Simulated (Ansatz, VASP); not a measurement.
## Two plane-wave programs on Hg

```
CELL_PARAMETERS angstrom
5.92202 0.00000 0.00000
-2.96101 5.12862 0.00000
0.00000 0.00000 3.49529
ATOMIC_POSITIONS crystal
Hg 0.00000 0.50000 0.66667
Hg 0.50000 0.00000 0.00000
Hg 0.50000 0.50000 0.33333
```

Alike in both runs: task relaxation of cell and atoms; functional PBE; k mesh 3 × 3 × 6; occupations gaussian, width 0.1 eV; no spin polarisation.

```csv
,VASP,Ansatz
version,VASP 6.6.1,Ansatz 0.2.0
potentials or method,"VASP PAW PBE potentials, release 64 (Hg), cutoff 600 eV","scalar-relativistic, plane waves, PAW"
valence electrons in the cell,36,60
```

|  | VASP | Ansatz | Ansatz less VASP |
| --- | --- | --- | --- |
| gap on the k mesh at the Fermi level, each at its own relaxed structure (eV) | none | none | - |
| relaxed volume (Å³/atom) | 37.34 | 35.86 | -1.481 |
| relaxed cell length with the largest relative difference (Å) | 6.041 | 5.954 | -0.0867 |

A gap of «none» marks a metal or a gap that the smearing closes. VASP's potentials hold 36 valence electrons a cell and Ansatz's 60, so a difference there can come from the potentials and not from the codes.

The k mesh is coarse, so the values compare programs but aren't converged. Spin-orbit coupling is off throughout.
